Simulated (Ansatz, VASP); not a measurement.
**Bi4Se5: VASP beside Ansatz**

File INCAR:

```
PREC = Accurate ; ENCUT = 520
EDIFF = 1E-7 ; ISMEAR = 0
SIGMA = 0.05 ; LREAL = F
LASPH = T ; NELM = 60
ALGO = Normal ; ISIF = 2
LWAVE = F ; LCHARG = T
LDIPOL = T ; IDIPOL = 3
DIPOL = 0.5 0.5 0.500 ; GGA = PE
IVDW = 12 ; LELF = T
LVHAR = T ; LVACPOTAV = T
NBANDS = 55
```

The input KPOINTS:

```
Automatic mesh
0
Gamma
  9 9 1
```

POSCAR

```
Bi4Se5
1.0
    4.1436099040      0.0000000000      0.0000000000
   -2.0718049520      3.5884714402      0.0000000000
    0.0000000000      0.0000000000     30.1412621691
Bi Se
4 5
Direct
    0.3333333333      0.6666666667      0.2488283323
    0.3333333333      0.6666666667      0.4362253726
    0.0000000000      0.0000000000      0.5637746274
    0.0000000000      0.0000000000      0.7511716677
    0.6666666667      0.3333333333      0.3009938842
    0.0000000000      0.0000000000      0.3840598208
    0.6666666667      0.3333333333      0.5000000000
    0.3333333333      0.6666666667      0.6159401792
    0.6666666667      0.3333333333      0.6990061158
```

Input for Ansatz:

```yaml
crystal:
  lattice:
    - [4.1436098851, 0.0, 0.0]
    - [-2.0718049425, 3.5884714238, 0.0]
    - [0.0, 0.0, 30.141262224]
  atoms:
    - { symbol: Bi, position: [0.3333333333, 0.6666666667, 0.2488283319] }
    - { symbol: Se, position: [0.6666666667, 0.3333333333, 0.3009938838] }
    - { symbol: Se, position: [0.0, 0.0, 0.3840598206] }
    - { symbol: Bi, position: [0.3333333333, 0.6666666667, 0.4362253725] }
    - { symbol: Se, position: [0.6666666667, 0.3333333333, 0.5] }
    - { symbol: Bi, position: [0.0, 0.0, 0.5637746275] }
    - { symbol: Se, position: [0.3333333333, 0.6666666667, 0.6159401794] }
    - { symbol: Se, position: [0.6666666667, 0.3333333333, 0.6990061162] }
    - { symbol: Bi, position: [0.0, 0.0, 0.7511716681] }
basis:
  ecutwfc: 420
kpoints:
  mp_grid: { grid: [9, 9, 1] }
hamiltonian:
  xc: pbe
  dispersion: d3bj
scf:
  occupations: { method: gaussian, width: 0.05 }
output:
  forces: true
  eigenvalues: true
efield:
  axis: 3
  dipole_correction: true
  ramp_width: 0.04
```

Alike in both runs: task single point; functional PBE; dispersion D3(BJ); k mesh 9 × 9 × 1; occupations gaussian, width 0.05 eV; no spin polarisation.

```csv
,VASP,Ansatz
version,VASP 6.6.1,Ansatz 0.2.0
potentials or method,"VASP PAW PBE potentials, release 64 (Bi_d, Se), cutoff 520 eV","scalar-relativistic, plane waves, PAW"
valence electrons in the cell,90,140
```

|  | VASP | Ansatz | Ansatz less VASP |
| --- | --- | --- | --- |
| gap on the k mesh at the Fermi level (eV) | none | none | - |
| rms of the force components (eV/Å) | 0.191 | 0.192 | +0.0007 |
| work function, face that differs most (eV) | 3.70 | 3.70 | -0.001 |

A gap of «none» marks a metal or a gap that the smearing closes. VASP's potentials hold 90 valence electrons a cell and Ansatz's 140, so a difference there can come from the potentials and not from the codes.

Spin-orbit coupling is off throughout.
